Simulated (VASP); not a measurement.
# LiF (P6_3mc) in VASP: notebook

Runs on LiF. Level: LDA. Tasks: single point.

Everything below comes from runs of VASP 6.6.1. Logs are shortened: lines on timing, memory, paths and dates and some standing lists are left out, and cuts for length are marked.

## 1. The cell of the first run

Symmetry: P6_3mc, No. 186, hexagonal system. The conventional cell has a = 2.826 Å, b = 2.826 Å, c = 4.671 Å, α = 90.00°, β = 90.00°, γ = 120.00°. Within 2.3 Å of Li (site symmetry 3m) lie 4 F at 1.71 to 1.84 Å. F (site symmetry 3m) has 4 Li at 1.71 to 1.84 Å within 2.3 Å.

## 2. Single point, LDA (8.08 Å³/atom)

File INCAR:

```
SYSTEM = LiF
ALGO = Normal
EDIFF = 1E-7
ENCUT = 520
GGA = CA
ISIF = 2
ISMEAR = 0
LASPH = .TRUE.
LCHARG = .FALSE.
LREAL = .FALSE.
LWAVE = .FALSE.
NBANDS = 18
NELM = 100
PREC = Accurate
SIGMA = 0.05
```

File KPOINTS:

```
k-points
0
G
  9 9 6
  0 0 0
```

File POSCAR:

```
LiF
1.0
    2.8259189176      0.0000000000      0.0000000000
   -1.4129594588      2.4473175717      0.0000000000
    0.0000000000      0.0000000000      4.6709613790
Li F
2 2
Direct
    0.3333333333      0.6666666667      0.3839784076
    0.6666666667      0.3333333333      0.8839784076
    0.3333333333      0.6666666667      0.9910195924
    0.6666666667      0.3333333333      0.4910195924
```

Potentials or basis: VASP PAW LDA potentials, release 64 (Li_sv, F).

Started as:

```sh
cat potpaw_LDA.64/Li_sv/POTCAR potpaw_LDA.64/F/POTCAR > POTCAR
mpirun -np 1 vasp_std > vasp.out
```

OUTCAR:

```text
SYSTEM = LiF
   EDIFF = 1E-7
   ENCUT = 520
   GGA = CA
   ISIF = 2
   ISMEAR = 0
   LASPH = .TRUE.
   LREAL = .FALSE.
   NELM = 100
   PREC = Accurate

 ion  position               nearest neighbor table
   1  0.333  0.667  0.384-   4 1.71   4 1.71   4 1.71   3 1.84
   2  0.667  0.333  0.884-   3 1.71   3 1.71   3 1.71   4 1.84
   3  0.333  0.667  0.991-   2 1.71   2 1.71   2 1.71   1 1.84
   4  0.667  0.333  0.491-   1 1.71   1 1.71   1 1.71   2 1.84

  LATTYP: Found a hexagonal cell.
 ALAT       =     2.8259189176
 C/A-ratio  =     1.6529000000

  Lattice vectors:

 A1 = (   2.8259189176,   0.0000000000,   0.0000000000)
 A2 = (  -1.4129594588,   2.4473175717,   0.0000000000)
 A3 = (   0.0000000000,   0.0000000000,   4.6709613790)

Analysis of symmetry for initial positions (statically):
=====================================================================
 Subroutine PRICEL returns:
 Original cell was already a primitive cell.

 Routine SETGRP: Setting up the symmetry group for a
 hexagonal supercell.

 Subroutine GETGRP returns: Found 12 space group operations
 (whereof  6 operations were pure point group operations)
 out of a pool of 24 trial point group operations.

The static configuration has the point symmetry C_3v.
 The point group associated with its full space group is C_6v.

Analysis of symmetry for dynamics (positions and initial velocities):
=====================================================================
 Subroutine PRICEL returns:
 Original cell was already a primitive cell.

 Routine SETGRP: Setting up the symmetry group for a
 hexagonal supercell.

 Subroutine GETGRP returns: Found 12 space group operations
 (whereof  6 operations were pure point group operations)
 out of a pool of 24 trial point group operations.

The dynamic configuration has the point symmetry C_3v.
 The point group associated with its full space group is C_6v.

 Subroutine INISYM returns: Found 12 space group operations
 (whereof  6 operations are pure point group operations),
 and found     1 'primitive' translations

----------------------------------------------------------------------------------------

                                     Primitive cell

  volume of cell :      32.3040

  direct lattice vectors                    reciprocal lattice vectors
     2.825918918  0.000000000  0.000000000     0.353867195  0.204305320  0.000000000
    -1.412959459  2.447317572  0.000000000     0.000000000  0.408610640  0.000000000
     0.000000000  0.000000000  4.670961379     0.000000000  0.000000000  0.214088689

  length of vectors
     2.825918918  2.825918918  4.670961379     0.408610640  0.408610640  0.214088689

  position of ions in fractional coordinates (direct lattice)
     0.333333333  0.666666667  0.383978408
     0.666666667  0.333333333  0.883978408
     0.333333333  0.666666667  0.991019592
     0.666666667  0.333333333  0.491019592

  ion indices of the primitive-cell ions
   primitive index   ion index
                 1           1
                 2           2
                 3           3
                 4           4

----------------------------------------------------------------------------------------

 KPOINTS: k-points

Automatic generation of k-mesh.
 Grid dimensions read from file:
 generate k-points for:    9    9    6

 Generating k-lattice:

  Cartesian coordinates                     Fractional coordinates (reciprocal lattice)
     0.039318577  0.022700591  0.000000000     0.111111111  0.000000000  0.000000000
     0.000000000  0.045401182  0.000000000     0.000000000  0.111111111  0.000000000
     0.000000000  0.000000000  0.035681448     0.000000000  0.000000000  0.166666667

  Length of vectors
     0.045401182  0.045401182  0.035681448

  Shift w.r.t. Gamma in fractional coordinates (k-lattice)
     0.000000000  0.000000000  0.000000000

 Subroutine IBZKPT returns following result:
 ===========================================

 Found     48 irreducible k-points:

 Following reciprocal coordinates:
            Coordinates               Weight
  0.000000  0.000000  0.000000      1.000000
  0.111111 -0.000000  0.000000      6.000000
  0.222222 -0.000000  0.000000      6.000000
  0.333333 -0.000000  0.000000      6.000000
  0.444444 -0.000000  0.000000      6.000000
  0.111111  0.111111  0.000000      6.000000
[... 16 lines left out ...]
  0.333333  0.222222  0.166667     24.000000
  0.333333  0.333333  0.166667      4.000000
 [... further k-points ...]
   k-points           NKPTS =     48   k-points in BZ     NKDIM =     48   number of bands    NBANDS=     18
   number of dos      NEDOS =    301   number of ions     NIONS =      4
   total plane-waves  NPLWV =  20736
   dimension x,y,z NGX =    24 NGY =   24 NGZ =   36
   dimension x,y,z NGXF=    48 NGYF=   48 NGZF=   72
   ions per type =               2   2
   NGX,Y,Z   is equivalent  to a cutoff of  14.12, 14.12, 12.81 a.u.
   NGXF,Y,Z  is equivalent  to a cutoff of  28.24, 28.24, 25.63 a.u.
 SYSTEM =  LiF
   PREC   = accura    normal or accurate (medium, high low for compatibility)
   ISTART =      0    job   : 0-new  1-cont  2-samecut
   ICHARG =      2    charge: 1-file 2-atom 10-const
   ISPIN  =      1    spin polarized calculation?
   LNONCOLLINEAR =      F non collinear calculations
   LSORBIT =      F    spin-orbit coupling
   LASPH  =      T    aspherical Exc in radial PAW
   ENCUT  =  520.0 eV  38.22 Ry    6.18 a.u.   5.25  5.25  8.68*2*pi/ulx,y,z
   NELM   =    100;   NELMIN=  2; NELMDL= -5     # of ELM steps
   EDIFF  = 0.1E-06   stopping-criterion for ELM
   LREAL  =      F    real-space projection
   EDIFFG = 0.1E-05   stopping-criterion for IOM
   NSW    =      0    number of steps for IOM
   IBRION =     -1    ionic relax: 0-MD 1-quasi-New 2-CG
   NFREE  =      0    steps in history (QN), initial steepest desc. (CG)
   ISIF   =      2    stress and relaxation
   ISYM   =      2    0-nonsym 1-usesym 2-fastsym
   POTIM  = 0.5000    time-step for ionic-motion
   TEBEG  =    0.0;   TEEND  =   0.0 temperature during run
   PSTRESS=    0.0 pullay stress
   NELECT =      20.0000    total number of electrons
   NUPDOWN=      -1.0000    fix difference up-down
   EMIN   =  10.00;   EMAX   =-10.00  energy-range for DOS
   EFERMI =   0.00;   METHOD = LEGACY
   ISMEAR =     0;   SIGMA  =   0.05  broadening in eV -4-tet -1-fermi 0-gaus
   EFERMI_NEDOS =   21; number of points for ismear=-14 and -15
   IALGO  =     38    algorithm
   IMIX   =      4    mixing-type and parameters
     AMIX     =   0.40;   BMIX     =  1.00
     AMIX_MAG =   1.60;   BMIX_MAG =  1.00
  volume/ion in A,a.u.               =       8.08        54.50
  Fermi-wavevector in a.u.,A,eV,Ry     =   1.395295  2.636725 26.488480  1.946848
  Thomas-Fermi vector in A             =   2.518761
   LORBIT       =      0    0 simple, 1 ext, 2 COOP (PROOUT), +10 PAW based schemes
   GGA     = CA    functional components
   LHFCALC =     F    Hartree Fock is set to
   AEXX    =    0.0000 exact exchange contribution
   IVDW    =     0    specifies the selected vdW correction
   LEPSILON=     F    determine dielectric tensor
   LRPA    =     F    only Hartree local field effects (RPA)
 non-spin polarized calculation
 Gauss-broadening in eV      SIGMA  =   0.05
  energy-cutoff  :      520.00
  volume of cell :       32.30
 maximum number of plane-waves:       882
 NGX is ok and might be reduce to    24
   NGX = 11   NGY = 11   NGZ = 17

 number of electron      20.0000006 magnetization

 Free energy of the ion-electron system (eV)
  ---------------------------------------------------
  ext. energy  EPLUGINS =         0.00000000
  ---------------------------------------------------
  free energy    TOTEN  =       -20.57626245 eV

  energy without entropy =      -20.57626245  energy(sigma->0) =      -20.57626245

 E-fermi :  -1.4534     XC(G=0): -10.5264

 val. band max:       -1.7032489870   @ k =   0.0000   0.0000   0.0000
 cond. band min:       7.0316280732   @ k =   0.0000   0.0000   0.0000
 fundamental gap:      8.7348770603
 Fermi energy:        -1.4533830474

 k-point     1 :       0.0000    0.0000    0.0000
  band No.  band energies     occupation
      1     -40.5474      2.00000
      2     -40.4502      2.00000
      3     -21.0226      2.00000
      4     -20.7265      2.00000
      5      -4.6223      2.00000
      6      -2.1827      2.00000
[... 10 lines left out ...]
     17      19.8388      0.00000
     18      19.8388      0.00000

 k-point     2 :       0.1111   -0.0000    0.0000
  band No.  band energies     occupation
      1     -40.5353      2.00000
      2     -40.4436      2.00000
      3     -21.0049      2.00000
      4     -20.7231      2.00000
      5      -4.5435      2.00000
      6      -2.3643      2.00000
[... 10 lines left out ...]
     17      20.0458      0.00000
     18      20.2041      0.00000

 k-point     3 :       0.2222   -0.0000    0.0000
  band No.  band energies     occupation
      1     -40.5040      2.00000
      2     -40.4273      2.00000
      3     -20.9557      2.00000
      4     -20.7173      2.00000
      5      -4.3413      2.00000
      6      -2.8817      2.00000
[... 10 lines left out ...]
     17      20.1324      0.00000
     18      20.2859      0.00000

 k-point     4 :       0.3333   -0.0000    0.0000
  band No.  band energies     occupation
      1     -40.4661      2.00000
      2     -40.4111      2.00000
      3     -20.8889      2.00000
      4     -20.7195      2.00000
      5      -4.2159      2.00000
      6      -3.3194      2.00000
[... 375 lines left out ...]
      4     -20.7317      2.00000
      5      -3.9845      2.00000
      6      -3.8351      2.00000
[... 10 lines left out ...]
     17      20.0386      0.00000
     18      21.5447      0.00000

 k-point    23 :       0.3333    0.2222    0.1667
  band No.  band energies     occupation
      1     -40.4223      2.00000
      2     -40.4039      2.00000
      3     -20.7970      2.00000
      4     -20.7435      2.00000
      5      -4.3519      2.00000
      6      -3.5495      2.00000
[... 10 lines left out ...]
     17      19.0925      0.00000
     18      22.1302      0.00000

 k-point    24 :       0.3333    0.3333    0.1667
  band No.  band energies     occupation
      1     -40.4084      2.00000
      2     -40.4084      2.00000
      3     -20.7628      2.00000
      4     -20.7628      2.00000
      5      -4.4591      2.00000
      6      -3.3592      2.00000
[... 10 lines left out ...]
     17      18.2930      0.00000
     18      22.1702      0.00000

 [... further k-points ...]
[... 5 lines left out ...]
  --------------------------------------------------------------------------------------
  -------------------------------------------------------------------------------------
  Total        3.4653818      3.4653818      0.8859054      0.0000000      0.0000000      0.0000000
  in kB      171.8720938    171.8720938     43.9381355      0.0000000      0.0000000      0.0000000
  external PRESSURE =     129.2274410 kB  Pullay stress =       0.0000000 kB

 VOLUME and BASIS-vectors are now :
 -----------------------------------------------------------------------------
  energy-cutoff  :      520.00
  volume of cell :       32.30
      direct lattice vectors                 reciprocal lattice vectors
     2.825918918  0.000000000  0.000000000     0.353867195  0.204305320  0.000000000
    -1.412959459  2.447317572  0.000000000     0.000000000  0.408610640  0.000000000
     0.000000000  0.000000000  4.670961379     0.000000000  0.000000000  0.214088689

 POSITION                                       TOTAL-FORCE (eV/Angst)
 -----------------------------------------------------------------------------------
     -0.00000      1.63155      1.79355        -0.000000      0.000000     -0.459017
      1.41296      0.81577      4.12903         0.000000      0.000000     -0.459017
     -0.00000      1.63155      4.62901        -0.000000      0.000000      0.459017
      1.41296      0.81577      2.29353         0.000000      0.000000      0.459017
 -----------------------------------------------------------------------------------
    total drift:                                0.000000      0.000000      0.001120

  FREE ENERGIE OF THE ION-ELECTRON SYSTEM (eV)
  ---------------------------------------------------
  free  energy   TOTEN  =       -20.5762624508 eV

  energy  without entropy=      -20.5762624508  energy(sigma->0) =      -20.57626245
```

Run time: 16 s. Hardware: 1 thread of Intel Xeon Platinum 8259CL at 2.50GHz (Skylake/Cascade Lake), shared host; peak memory 0.14 GiB.

What came out:

| Item | Value |
| --- | --- |
| Free energy | -20.5763 eV |
| Largest force | 0.459 eV/Å |
| Band gap on the k mesh | 8.73 eV |

Forces in eV/Å, atoms in the order of the input:
```
Li   0.000  0.000 -0.459
Li   0.000  0.000 -0.459
F    0.000  0.000  0.459
F    0.000  0.000  0.459
```

Caveat: the cutoff is under 1.25 times the usual one of these potentials, so pressure, stress and relaxed cells hold a basis-set (Pulay) error. A k mesh can miss the band edges.

## 3. Single point, LDA (8.08 Å³/atom)

File INCAR:

```
  PREC = Accurate
  ENCUT = 520
  EDIFF = 1E-6
  ISMEAR = 0
  SIGMA = 0.05
  LREAL = F
  LASPH = T
  NELM = 80
  ALGO = Normal
  ISIF = 2
  LWAVE = F
  LCHARG = F
  GGA = CA
  NBANDS = 18
```

File KPOINTS:

```
regular mesh
0
Gamma
  9 9 6
```

File POSCAR:

```
LiF
1.0
    2.7808364197      0.0000000000      0.0000000000
   -1.3904182098      2.4082749832      0.0000000000
    0.0000000000      0.0000000000      4.8236388536
Li F
2 2
Direct
    0.3333333333      0.6666666667      0.3839784076
    0.6666666667      0.3333333333      0.8839784076
    0.3333333333      0.6666666667      0.9910195924
    0.6666666667      0.3333333333      0.4910195924
```

Potentials or basis: VASP PAW LDA potentials, release 64 (Li_sv, F).

Started as:

```sh
cat potpaw_LDA.64/Li_sv/POTCAR potpaw_LDA.64/F/POTCAR > POTCAR
mpirun -np 1 vasp_std > vasp.out
```

Wall time 16 s (1 thread of Intel Xeon Platinum 8259CL at 2.50GHz (Skylake/Cascade Lake), shared host); peak memory 0.14 GiB.

It converged, with:

| Item | Value |
| --- | --- |
| Free energy | -20.4700 eV |
| Largest force | 0.718 eV/Å |
| Band gap on the k mesh | 8.76 eV |

Forces on the atoms (eV/Å):
```
Li   0.000  0.000 -0.718
Li   0.000  0.000 -0.718
F    0.000  0.000  0.718
F    0.000  0.000  0.718
```

Levels at points of the mesh, in eV from the valence-band top:
```
           k point  band 7  band 8  band 9  band 10  band 11  band 12  band 13  band 14
(0.00, 0.00, 0.00)   -0.28   -0.01    0.00     0.00     8.76    12.69    16.91    20.06
(0.00, 0.00, 0.50)   -0.14   -0.14   -0.14    -0.14    10.50    10.50    18.43    18.43
```

Caveat: the cutoff is under 1.25 times the usual one of these potentials, so pressure, stress and relaxed cells hold a basis-set (Pulay) error. A k mesh can miss the band edges.
